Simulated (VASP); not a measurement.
# Ge3Pd (Pm-3m) in VASP: a series of runs

The runs below take Ge3Pd through single point, with LDA.

Program: VASP 6.6.1. These are calculated values, not measurements. Logs are shortened: lines on timing, memory, paths and dates and some standing lists are left out, and cuts for length are marked.

### Step 1. The cell of the first run

Symmetry: Pm-3m, No. 221, cubic system. Conventional cell: a = 4.250 Å, b = 4.250 Å, c = 4.250 Å, α = 90.00°, β = 90.00°, γ = 90.00°. Ge (site symmetry 4/mmm) has 8 Ge at 3.00 Å and 4 Pd at 3.00 Å within 4.0 Å. Pd (site symmetry m-3m) has 12 Ge at 3.00 Å within 4.0 Å.

### Step 2. Single point, LDA

The input, INCAR:

```
PREC = Accurate ; ENCUT = 520
EDIFF = 1E-6 ; ISMEAR = -1
SIGMA = 0.1 ; LREAL = False
LASPH = True ; NELM = 100
ALGO = Normal ; ISIF = 2
LWAVE = False ; LCHARG = False
NBANDS = 34
```

The input, KPOINTS:

```
regular mesh
0
Gamma
  6 6 6
```

The input, POSCAR:

```
Ge3Pd
1.0
    4.2496558203      0.0000000000      0.0000000000
    0.0000000000      4.2496558203      0.0000000000
    0.0000000000      0.0000000000      4.2496558203
Ge Pd
3 1
Direct
    0.0000000000      0.5000000000      0.5000000000
    0.5000000000      0.0000000000      0.5000000000
    0.5000000000      0.5000000000      0.0000000000
    0.0000000000      0.0000000000      0.0000000000
```

Potentials or basis: VASP PAW LDA potentials, release 64 (Ge_d, Pd).

The run is started by

```console
$ cat potpaw_LDA.64/Ge_d/POTCAR potpaw_LDA.64/Pd/POTCAR > POTCAR
$ mpirun -np 1 vasp_std > vasp.out
```

OUTCAR:

```text
PREC = Accurate
   ENCUT = 520
   EDIFF = 1E-6
   ISMEAR = -1
   LREAL = False
   LASPH = True
   NELM = 100
   ISIF = 2

 ion  position               nearest neighbor table
   1  0.000  0.500  0.500-   4 3.00   4 3.00   4 3.00   4 3.00
   2  0.500  0.000  0.500-   4 3.00   4 3.00   4 3.00   4 3.00
   3  0.500  0.500  0.000-   4 3.00   4 3.00   4 3.00   4 3.00
   4  0.000  0.000  0.000-   1 3.00   2 3.00   3 3.00   1 3.00   2 3.00   1 3.00   3 3.00   1 3.00
                             2 3.00   3 3.00   2 3.00   3 3.00

  LATTYP: Found a simple cubic cell.
 ALAT       =     4.2496558203

  Lattice vectors:

 A1 = (   4.2496558203,   0.0000000000,   0.0000000000)
 A2 = (   0.0000000000,   4.2496558203,   0.0000000000)
 A3 = (   0.0000000000,   0.0000000000,   4.2496558203)

Analysis of symmetry for initial positions (statically):
=====================================================================
 Subroutine PRICEL returns:
 Original cell was already a primitive cell.

 Routine SETGRP: Setting up the symmetry group for a
 simple cubic supercell.

 Subroutine GETGRP returns: Found 48 space group operations
 (whereof 48 operations were pure point group operations)
 out of a pool of 48 trial point group operations.

The static configuration has the point symmetry O_h .

Analysis of symmetry for dynamics (positions and initial velocities):
=====================================================================
 Subroutine PRICEL returns:
 Original cell was already a primitive cell.

 Routine SETGRP: Setting up the symmetry group for a
 simple cubic supercell.

 Subroutine GETGRP returns: Found 48 space group operations
 (whereof 48 operations were pure point group operations)
 out of a pool of 48 trial point group operations.

The dynamic configuration has the point symmetry O_h .

 Subroutine INISYM returns: Found 48 space group operations
 (whereof 48 operations are pure point group operations),
 and found     1 'primitive' translations

----------------------------------------------------------------------------------------

                                     Primitive cell

  volume of cell :      76.7470

  direct lattice vectors                    reciprocal lattice vectors
     4.249655820  0.000000000  0.000000000     0.235313174  0.000000000  0.000000000
     0.000000000  4.249655820  0.000000000     0.000000000  0.235313174  0.000000000
     0.000000000  0.000000000  4.249655820     0.000000000  0.000000000  0.235313174

  length of vectors
     4.249655820  4.249655820  4.249655820     0.235313174  0.235313174  0.235313174

  position of ions in fractional coordinates (direct lattice)
     0.000000000  0.500000000  0.500000000
     0.500000000  0.000000000  0.500000000
     0.500000000  0.500000000  0.000000000
     0.000000000  0.000000000  0.000000000

  ion indices of the primitive-cell ions
   primitive index   ion index
                 1           1
                 2           2
                 3           3
                 4           4

----------------------------------------------------------------------------------------

 KPOINTS: regular mesh

Automatic generation of k-mesh.
 Grid dimensions read from file:
 generate k-points for:    6    6    6

 Generating k-lattice:

  Cartesian coordinates                     Fractional coordinates (reciprocal lattice)
     0.039218862  0.000000000  0.000000000     0.166666667  0.000000000  0.000000000
     0.000000000  0.039218862  0.000000000     0.000000000  0.166666667  0.000000000
     0.000000000  0.000000000  0.039218862     0.000000000  0.000000000  0.166666667

  Length of vectors
     0.039218862  0.039218862  0.039218862

  Shift w.r.t. Gamma in fractional coordinates (k-lattice)
     0.000000000  0.000000000  0.000000000

 Subroutine IBZKPT returns following result:
 ===========================================

 Found     20 irreducible k-points:

 Following reciprocal coordinates:
            Coordinates               Weight
  0.000000  0.000000  0.000000      1.000000
  0.166667  0.000000  0.000000      6.000000
  0.333333  0.000000  0.000000      6.000000
  0.500000  0.000000  0.000000      3.000000
  0.166667  0.166667  0.000000     12.000000
  0.333333  0.166667  0.000000     24.000000
[... 12 lines left out ...]
  0.500000  0.500000  0.333333      6.000000
  0.500000  0.500000  0.500000      1.000000
   k-points           NKPTS =     20   k-points in BZ     NKDIM =     20   number of bands    NBANDS=     34
   number of dos      NEDOS =    301   number of ions     NIONS =      4
   total plane-waves  NPLWV =  32768
   dimension x,y,z NGX =    32 NGY =   32 NGZ =   32
   dimension x,y,z NGXF=    64 NGYF=   64 NGZF=   64
   ions per type =               3   1
   NGX,Y,Z   is equivalent  to a cutoff of  12.52, 12.52, 12.52 a.u.
   NGXF,Y,Z  is equivalent  to a cutoff of  25.04, 25.04, 25.04 a.u.
 SYSTEM =  unknown system
   PREC   = accura    normal or accurate (medium, high low for compatibility)
   ISTART =      0    job   : 0-new  1-cont  2-samecut
   ICHARG =      2    charge: 1-file 2-atom 10-const
   ISPIN  =      1    spin polarized calculation?
   LNONCOLLINEAR =      F non collinear calculations
   LSORBIT =      F    spin-orbit coupling
   LASPH  =      T    aspherical Exc in radial PAW
   ENCUT  =  520.0 eV  38.22 Ry    6.18 a.u.   7.90  7.90  7.90*2*pi/ulx,y,z
   NELM   =    100;   NELMIN=  2; NELMDL= -5     # of ELM steps
   EDIFF  = 0.1E-05   stopping-criterion for ELM
   LREAL  =      F    real-space projection
   EDIFFG = 0.1E-04   stopping-criterion for IOM
   NSW    =      0    number of steps for IOM
   IBRION =     -1    ionic relax: 0-MD 1-quasi-New 2-CG
   NFREE  =      0    steps in history (QN), initial steepest desc. (CG)
   ISIF   =      2    stress and relaxation
   ISYM   =      2    0-nonsym 1-usesym 2-fastsym
   POTIM  = 0.5000    time-step for ionic-motion
   TEBEG  =    0.0;   TEEND  =   0.0 temperature during run
   PSTRESS=    0.0 pullay stress
   NELECT =      52.0000    total number of electrons
   NUPDOWN=      -1.0000    fix difference up-down
   EMIN   =  10.00;   EMAX   =-10.00  energy-range for DOS
   EFERMI =   0.00;   METHOD = LEGACY
   ISMEAR =    -1;   SIGMA  =   0.10  broadening in eV -4-tet -1-fermi 0-gaus
   EFERMI_NEDOS =   21; number of points for ismear=-14 and -15
   IALGO  =     38    algorithm
   IMIX   =      4    mixing-type and parameters
     AMIX     =   0.40;   BMIX     =  1.00
     AMIX_MAG =   1.60;   BMIX_MAG =  1.00
  volume/ion in A,a.u.               =      19.19       129.48
  Fermi-wavevector in a.u.,A,eV,Ry     =   1.437878  2.717196 28.129971  2.067495
  Thomas-Fermi vector in A             =   2.556907
   LORBIT       =      0    0 simple, 1 ext, 2 COOP (PROOUT), +10 PAW based schemes
   GGA     = CA    functional components
   LHFCALC =     F    Hartree Fock is set to
   AEXX    =    0.0000 exact exchange contribution
   IVDW    =     0    specifies the selected vdW correction
   LEPSILON=     F    determine dielectric tensor
   LRPA    =     F    only Hartree local field effects (RPA)
 non-spin polarized calculation
  energy-cutoff  :      520.00
  volume of cell :       76.75
 maximum number of plane-waves:      2103
 NGX is ok and might be reduce to    32
   NGX = 15   NGY = 15   NGZ = 15

 number of electron      51.9999970 magnetization

 Free energy of the ion-electron system (eV)
  ---------------------------------------------------
  ext. energy  EPLUGINS =         0.00000000
  ---------------------------------------------------
  free energy    TOTEN  =       -21.39444209 eV

  energy without entropy =      -21.32388151  energy(sigma->0) =      -21.35916180

 E-fermi :   6.3364     XC(G=0): -11.6022

 val. band max:        6.2116920749   @ k =   0.5000   0.0000   0.0000
 cond. band min:       6.3626579310   @ k =   0.5000   0.0000   0.0000
 fundamental gap:      0.1509658561
 Fermi energy:         6.3364352189

 k-point     1 :       0.0000    0.0000    0.0000
  band No.  band energies     occupation
      1     -18.4310      2.00000
      2     -18.4310      2.00000
      3     -18.4310      2.00000
      4     -18.4225      2.00000
      5     -18.3744      2.00000
      6     -18.3744      2.00000
[... 26 lines left out ...]
     33      11.5937      0.00000
     34      15.2300      0.00000

 k-point     2 :       0.1667    0.0000    0.0000
  band No.  band energies     occupation
      1     -18.4300      2.00000
      2     -18.4225      2.00000
      3     -18.4225      2.00000
      4     -18.4171      2.00000
      5     -18.3737      2.00000
      6     -18.3696      2.00000
[... 26 lines left out ...]
     33      11.0832      0.00000
     34      15.2411      0.00000

 k-point     3 :       0.3333    0.0000    0.0000
  band No.  band energies     occupation
      1     -18.4277      2.00000
      2     -18.4036      2.00000
      3     -18.3992      2.00000
      4     -18.3992      2.00000
      5     -18.3721      2.00000
      6     -18.3576      2.00000
[... 26 lines left out ...]
     33      11.3421      0.00000
     34      15.2591      0.00000

 k-point     4 :       0.5000    0.0000    0.0000
  band No.  band energies     occupation
      1     -18.4266      2.00000
      2     -18.3936      2.00000
      3     -18.3706      2.00000
      4     -18.3706      2.00000
      5     -18.3705      2.00000
      6     -18.3633      2.00000
[... 26 lines left out ...]
     33      13.3044      0.00000
     34      13.9708      0.00000

 k-point     5 :       0.1667    0.1667    0.0000
  band No.  band energies     occupation
      1     -18.4237      2.00000
      2     -18.4194      2.00000
      3     -18.4184      2.00000
      4     -18.4099      2.00000
      5     -18.3713      2.00000
      6     -18.3664      2.00000
[... 473 lines left out ...]
 k-point    18 :       0.5000    0.3333    0.3333
  band No.  band energies     occupation
      1     -18.4021      2.00000
      2     -18.3937      2.00000
      3     -18.3891      2.00000
      4     -18.3882      2.00000
      5     -18.3851      2.00000
      6     -18.3738      2.00000
[... 26 lines left out ...]
     33      12.7505      0.00000
     34      16.4919      0.00000

 k-point    19 :       0.5000    0.5000    0.3333
  band No.  band energies     occupation
      1     -18.3971      2.00000
      2     -18.3971      2.00000
      3     -18.3965      2.00000
      4     -18.3860      2.00000
      5     -18.3860      2.00000
      6     -18.3823      2.00000
[... 26 lines left out ...]
     33      13.3629      0.00000
     34      17.6062      0.00000

 k-point    20 :       0.5000    0.5000    0.5000
  band No.  band energies     occupation
      1     -18.3998      2.00000
      2     -18.3998      2.00000
      3     -18.3998      2.00000
      4     -18.3881      2.00000
      5     -18.3881      2.00000
      6     -18.3881      2.00000
[... 26 lines left out ...]
     33      13.2769      0.00000
     34      18.8768      0.00000

------------------------ aborting loop because EDIFF is reached ----------------------------------------

  FORCE on cell =-STRESS in cart. coord.  units (eV):
  Direction    XX          YY          ZZ          XY          YZ          ZX
  --------------------------------------------------------------------------------------
  -------------------------------------------------------------------------------------
  Total       -5.4385695     -5.4385695     -5.4385695     -0.0000000     -0.0000000      0.0000000
  in kB     -113.5361040   -113.5361040   -113.5361040     -0.0000000     -0.0000000      0.0000000
  external PRESSURE =    -113.5361040 kB  Pullay stress =       0.0000000 kB

 VOLUME and BASIS-vectors are now :
 -----------------------------------------------------------------------------
  energy-cutoff  :      520.00
  volume of cell :       76.75
      direct lattice vectors                 reciprocal lattice vectors
     4.249655820  0.000000000  0.000000000     0.235313174  0.000000000  0.000000000
     0.000000000  4.249655820  0.000000000     0.000000000  0.235313174  0.000000000
     0.000000000  0.000000000  4.249655820     0.000000000  0.000000000  0.235313174

 POSITION                                       TOTAL-FORCE (eV/Angst)
 -----------------------------------------------------------------------------------
      0.00000      2.12483      2.12483         0.000000      0.000000      0.000000
      2.12483      0.00000      2.12483         0.000000      0.000000      0.000000
      2.12483      2.12483      0.00000         0.000000      0.000000      0.000000
      0.00000      0.00000      0.00000         0.000000      0.000000      0.000000
 -----------------------------------------------------------------------------------
    total drift:                                0.000000     -0.000000     -0.000000

  FREE ENERGIE OF THE ION-ELECTRON SYSTEM (eV)
  ---------------------------------------------------
  free  energy   TOTEN  =       -21.3944420918 eV

  energy  without entropy=      -21.3238815097  energy(sigma->0) =      -21.35916180
```

It took 30 s on 1 thread of Intel Xeon Platinum 8259CL at 2.50GHz (Skylake/Cascade Lake), shared host; peak memory 0.18 GiB.

What came out:

```yaml
Free_energy: -21.3944 eV
Pressure: -11.4 GPa
Band_gap_on_the_k_mesh: zero (band 26 reaches 6.57 eV, above the bottom of band 27 at 4.82 eV)
```

### Step 3. Single point, LDA

This run uses another cell than the first one, of 19.90 Å³/atom, 1.037 times its volume.

The input, INCAR:

```
PREC = Accurate
ENCUT = 520
EDIFF = 1E-6
ISMEAR = -1
SIGMA = 0.1
LREAL = False
LASPH = True
NELM = 60
ALGO = Normal
ISIF = 2
LWAVE = False
LCHARG = False
GGA = CA
NBANDS = 34
```

The input, KPOINTS:

```
Automatic mesh
0
Gamma
  6 6 6
```

The input, POSCAR:

```
Ge3Pd
1.0
    4.3014859994      0.0000000000      0.0000000000
    0.0000000000      4.3014859994      0.0000000000
    0.0000000000      0.0000000000      4.3014859994
Ge Pd
3 1
Direct
    0.0000000000      0.5000000000      0.5000000000
    0.5000000000      0.0000000000      0.5000000000
    0.5000000000      0.5000000000      0.0000000000
    0.0000000000      0.0000000000      0.0000000000
```

Potentials or basis: VASP PAW LDA potentials, release 64 (Ge_d, Pd).

The run is started by

```console
$ cat potpaw_LDA.64/Ge_d/POTCAR potpaw_LDA.64/Pd/POTCAR > POTCAR
$ mpirun -np 1 vasp_std > vasp.out
```

OUTCAR:

```text
PREC = Accurate
   ENCUT = 520
   EDIFF = 1E-6
   ISMEAR = -1
   LREAL = False
   LASPH = True
   NELM = 60
   ISIF = 2
   GGA = CA

 ion  position               nearest neighbor table
   1  0.000  0.500  0.500-   4 3.04   4 3.04   4 3.04   4 3.04
   2  0.500  0.000  0.500-   4 3.04   4 3.04   4 3.04   4 3.04
   3  0.500  0.500  0.000-   4 3.04   4 3.04   4 3.04   4 3.04
   4  0.000  0.000  0.000-   1 3.04   2 3.04   3 3.04   1 3.04   2 3.04   1 3.04   3 3.04   1 3.04
                             2 3.04   3 3.04   2 3.04   3 3.04

  LATTYP: Found a simple cubic cell.
 ALAT       =     4.3014859994

  Lattice vectors:

 A1 = (   4.3014859994,   0.0000000000,   0.0000000000)
 A2 = (   0.0000000000,   4.3014859994,   0.0000000000)
 A3 = (   0.0000000000,   0.0000000000,   4.3014859994)

Analysis of symmetry for initial positions (statically):
=====================================================================
 Subroutine PRICEL returns:
 Original cell was already a primitive cell.

 Routine SETGRP: Setting up the symmetry group for a
 simple cubic supercell.

[... 162 lines left out ...]

  energy without entropy =      -21.10867408  energy(sigma->0) =      -21.14389318

 E-fermi :   5.9263     XC(G=0): -11.4156

 val. band max:        5.8647050391   @ k =   0.5000   0.0000   0.0000
 cond. band min:       5.9482551395   @ k =   0.3333   0.1667   0.0000
 fundamental gap:      0.0835501004
 Fermi energy:         5.9262872858

 k-point     1 :       0.0000    0.0000    0.0000
  band No.  band energies     occupation
      1     -18.8272      2.00000
      2     -18.8272      2.00000
      3     -18.8272      2.00000
      4     -18.8193      2.00000
      5     -18.7753      2.00000
      6     -18.7753      2.00000
[... 729 lines left out ...]
     33      12.6260      0.00000
     34      18.1736      0.00000

------------------------ aborting loop because EDIFF is reached ----------------------------------------

  FORCE on cell =-STRESS in cart. coord.  units (eV):
  Direction    XX          YY          ZZ          XY          YZ          ZX
  --------------------------------------------------------------------------------------
  -------------------------------------------------------------------------------------
  Total       -6.4866156     -6.4866156     -6.4866156     -0.0000000     -0.0000000      0.0000000
  in kB     -130.5789589   -130.5789589   -130.5789589     -0.0000000     -0.0000000      0.0000000
  external PRESSURE =    -130.5789589 kB  Pullay stress =       0.0000000 kB

 VOLUME and BASIS-vectors are now :
 -----------------------------------------------------------------------------
  energy-cutoff  :      520.00
  volume of cell :       79.59
      direct lattice vectors                 reciprocal lattice vectors
     4.301485999  0.000000000  0.000000000     0.232477800  0.000000000  0.000000000
     0.000000000  4.301485999  0.000000000     0.000000000  0.232477800  0.000000000
     0.000000000  0.000000000  4.301485999     0.000000000  0.000000000  0.232477800

 POSITION                                       TOTAL-FORCE (eV/Angst)
 -----------------------------------------------------------------------------------
      0.00000      2.15074      2.15074         0.000000      0.000000      0.000000
      2.15074      0.00000      2.15074         0.000000      0.000000      0.000000
      2.15074      2.15074      0.00000         0.000000      0.000000      0.000000
      0.00000      0.00000      0.00000         0.000000      0.000000      0.000000
 -----------------------------------------------------------------------------------
    total drift:                                0.000000     -0.000000     -0.000000

  FREE ENERGIE OF THE ION-ELECTRON SYSTEM (eV)
  ---------------------------------------------------
  free  energy   TOTEN  =       -21.1791122754 eV

  energy  without entropy=      -21.1086740844  energy(sigma->0) =      -21.14389318
```

OSZICAR:

```text
N       E                     dE             d eps       ncg     rms          rms(c)
DAV:   1     0.446833649561E+03    0.44683E+03   -0.24791E+04  1690   0.392E+03
DAV:   2     0.530684805355E+02   -0.39377E+03   -0.38052E+03  1368   0.781E+02
DAV:   3    -0.176434914091E+02   -0.70712E+02   -0.69581E+02  1536   0.193E+02
DAV:   4    -0.212272285379E+02   -0.35837E+01   -0.35644E+01  1540   0.474E+01
DAV:   5    -0.213121565792E+02   -0.84928E-01   -0.84902E-01  1532   0.810E+00    0.356E+00
DAV:   6    -0.212227270814E+02    0.89429E-01   -0.38175E-01  1524   0.449E+00    0.204E+00
DAV:   7    -0.211928255772E+02    0.29902E-01   -0.10074E-01  1604   0.248E+00    0.127E+00
DAV:   8    -0.211795814888E+02    0.13244E-01   -0.48021E-02  1492   0.121E+00    0.229E-01
DAV:   9    -0.211791685003E+02    0.41299E-03   -0.38036E-03  1724   0.824E-01    0.765E-02
DAV:  10    -0.211791130860E+02    0.55414E-04   -0.31466E-04  1482   0.159E-01    0.232E-02
DAV:  11    -0.211791120946E+02    0.99135E-06   -0.45923E-05  1584   0.737E-02    0.870E-03
DAV:  12    -0.211791122754E+02   -0.18080E-06   -0.58050E-06  1416   0.292E-02
   1 F= -.21179112E+02 E0= -.21143893E+02  d E =-.704382E-01
```

stdout:

```text
POSCAR found type information on POSCAR GePd
 POSCAR found :  2 types and       4 ions
 scaLAPACK will be used
 LDA part: xc-table for (Slater(with rela. corr.)+CA(PZ))
 , standard interpolation
 POSCAR, INCAR and KPOINTS ok, starting setup
 FFT: planning ... GRIDC
 FFT: planning ... GRID_SOFT
 FFT: planning ... GRID
 WAVECAR not read
 entering main loop
```

It took 29 s on 1 thread of Intel Xeon Platinum 8259CL at 2.50GHz (Skylake/Cascade Lake), shared host; peak memory 0.18 GiB.

Results:

```
Free energy            : -21.1791 eV
Pressure               : -13.1 GPa
Band gap on the k mesh : zero (band 26 reaches 6.20 eV, above the bottom of band 27 at 4.44 eV)
```
